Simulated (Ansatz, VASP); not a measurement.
One calculation of TiN, two programs

The input INCAR:

```
SYSTEM = TiN
PREC = Accurate
ENCUT = 520
EDIFF = 1E-8
ISMEAR = -1
SIGMA = 0.05
LREAL = .FALSE.
LASPH = .TRUE.
NELM = 120
ALGO = Normal
ISIF = 2
LWAVE = .FALSE.
LCHARG = .FALSE.
GGA = PS
LEFG = .TRUE.
NBANDS = 16
GGA_COMPAT = .FALSE.
```

The input KPOINTS:

```
regular mesh
0
G
  13 13 13
  0 0 0
```

POSCAR

```
TiN
1.0
    0.0000000000      2.0786817227      2.0786817227
    2.0786817227      0.0000000000      2.0786817227
    2.0786817227      2.0786817227      0.0000000000
Ti N
1 1
Direct
    0.0000000000      0.0000000000      0.0000000000
    0.5000000000      0.5000000000      0.5000000000
```

Input for Ansatz:

```yaml
crystal:
  lattice:
    - [0.0, 2.0786817227, 2.0786817227]
    - [2.0786817227, 0.0, 2.0786817227]
    - [2.0786817227, 2.0786817227, 0.0]
  atoms:
    - { symbol: Ti, position: [0.0, 0.0, 0.0] }
    - { symbol: "N", position: [0.5, 0.5, 0.5] }
kpoints:
  mp_grid: { grid: [13, 13, 13] }
scf:
  occupations: { method: fermi_dirac, width: 0.05 }
hamiltonian:
  xc: pbesol
  pseudopotentials: { kind: all_electron, datasets: crystal }
output:
  forces: true
  stress: true
  eigenvalues: true
  efg: { contact_densities: true }
```

Change from the starting cell: volume scaled by 0.94, crystal datasets.

Alike in both runs: task electric field gradients; functional PBEsol; k mesh 13 × 13 × 13; occupations fermi-dirac, width 0.05 eV; no spin polarisation.

|  | VASP | Ansatz |
| --- | --- | --- |
| version | VASP 6.6.1 | Ansatz 0.2.0 |
| potentials or method | VASP PAW PBE potentials, release 64 (Ti_sv, N), cutoff 520 eV | all-electron PAW with datasets made for the crystal, scalar-relativistic |

```csv
,VASP,Ansatz,Ansatz less VASP
pressure (GPa),11.3,10.8,-0.50
```

VASP's potentials were made for PBE, not for PBEsol. Ansatz ran all-electron here, and VASP with PAW potentials.
